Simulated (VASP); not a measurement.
A run of VASP 6.6.1:

The input INCAR:

```
SYSTEM = MgF2
ALGO     = Normal         ! electronic algorithm
EDIFF    = 1E-7           ! SCF threshold, eV
EDIFFG   = -0.005         ! ionic threshold
ENCUT    = 600            ! plane-wave cutoff, eV
GGA_COMPAT= .FALSE.      
IBRION   = 2              ! ionic algorithm
ISIF     = 3              ! what is computed and relaxed
ISMEAR   = -1             ! smearing method
LASPH    = .TRUE.         ! aspherical terms in the spheres
LCHARG   = .FALSE.        ! write CHGCAR
LREAL    = .FALSE.        ! projectors in reciprocal space
LWAVE    = .FALSE.        ! write WAVECAR
NELM     = 120            ! most SCF steps
NELMIN   = 4            
NSW      = 80             ! ionic steps
PREC     = Accurate       ! precision mode
SIGMA    = 0.02           ! smearing width, eV
```

KPOINTS

```
k-points
0
G
  6 6 8
  0 0 0
```

Contents of POSCAR:

```
MgF2
1.0
    4.6975999816      0.0000000000      0.0000000000
    0.0000000000      4.6975999816      0.0000000000
    0.0000000000      0.0000000000      3.0930660499
Mg F
2 4
Direct
    0.0000000000      0.0000000000      0.0000000000
    0.5000000000      0.5000000000      0.5000000000
    0.3035644567      0.3035644567      0.0000000000
    0.1964355433      0.8035644567      0.5000000000
    0.6964355433      0.6964355433      0.0000000000
    0.8035644567      0.1964355433      0.5000000000
```

Potentials or basis: VASP PAW LDA potentials, release 64 (Mg, F).

The run is started by

```console
$ cat potpaw_LDA.64/Mg/POTCAR potpaw_LDA.64/F/POTCAR > POTCAR
$ mpirun -np 1 vasp_std > vasp.out
```

Hardware: 1 thread of Oxide Virtual Turin-like Processor (shared host).

Task: How long does it take, and how much memory?

Result: It took 3.3 min on 1 thread of Oxide Virtual Turin-like Processor, with other jobs on the host, peak memory 0.19 GiB. Counts: scf iterations 50, k points 50, ion steps 7.
